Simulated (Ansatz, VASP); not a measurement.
## MnS in VASP and in Ansatz

Contents of INCAR:

```
SYSTEM = MnS
ALGO = Normal ; EDIFF = 1E-6
ENCUT = 520 ; GGA = PE
ISIF = 2 ; ISMEAR = -1
ISPIN = 2 ; LASPH = .TRUE.
LCHARG = .FALSE. ; LMAXMIX = 4
LORBIT = 11 ; LREAL = .FALSE.
LWAVE = .FALSE. ; MAGMOM = 4 0
NBANDS = 20 ; NELM = 150
PREC = Accurate ; SIGMA = 0.02
```

File KPOINTS:

```
k-points
0
G
  14 14 14
  0 0 0
```

The input POSCAR:

```
MnS
1.0
    0.0000000000      2.6045000000      2.6045000000
    2.6045000000      0.0000000000      2.6045000000
    2.6045000000      2.6045000000      0.0000000000
Mn S
1 1
Direct
    0.0191975427      0.0191975427     -0.0191975427
    0.5000000000      0.5000000000      0.5000000000
```

Input for Ansatz:

```yaml
crystal:
  lattice:
    - [0.0, 2.6045, 2.6045]
    - [2.6045, 0.0, 2.6045]
    - [2.6045, 2.6045, 0.0]
  atoms:
    - { symbol: Mn, position: [0.0191975427, 0.0191975427, -0.0191975427], spin: 4.0 }
    - { symbol: S, position: [0.5, 0.5, 0.5] }
magnetization:
  spin_polarized: true
hamiltonian:
  xc: pbe
kpoints:
  mp_grid: { grid: [14, 14, 14] }
scf:
  occupations: { method: fermi_dirac, width: 0.02 }
  convergence: { dr2_threshold: 1.0e-09 }
basis:
  ecutwfc: 600
output:
  forces: true
  stress: true
```

Alike in both runs: task single point; functional PBE; k mesh 14 × 14 × 14; occupations fermi-dirac, width 0.02 eV; collinear spin.

|  | VASP | Ansatz |
| --- | --- | --- |
| version | VASP 6.6.1 | Ansatz 0.2.0 |
| potentials or method | VASP PAW PBE potentials, release 64 (Mn_pv, S), cutoff 520 eV | scalar-relativistic, plane waves, PAW |
| valence electrons in the cell | 19 | 21 |

Ansatz gave:

```
pressure (GPa)                                                : -2.7
traceless stress, the component that is largest in VASP (GPa) : 0.73
rms of the force components (eV/Å)                            : 0.152
net moment per atom (μB)                                      : 2.35
size of the moment on the site where the two differ most (μB) : 4.14
```

Problem. What did VASP give for the same quantities?

Solution. Pressure (GPa): -2.7; traceless stress, the component that is largest in VASP (GPa): 0.73; rms of the force components (eV/Å): 0.153; net moment per atom (μB): 2.35; size of the moment on the site where the two differ most (μB): 4.25.

Site moments also hang on the region over which each program counts them. Atom by atom the forces differ by 0.001 eV/Å (rms over components). VASP's potentials hold 19 valence electrons a cell and Ansatz's 21, so a difference there can come from the potentials and not from the codes. Ansatz's warnings: stress scf threshold loose.
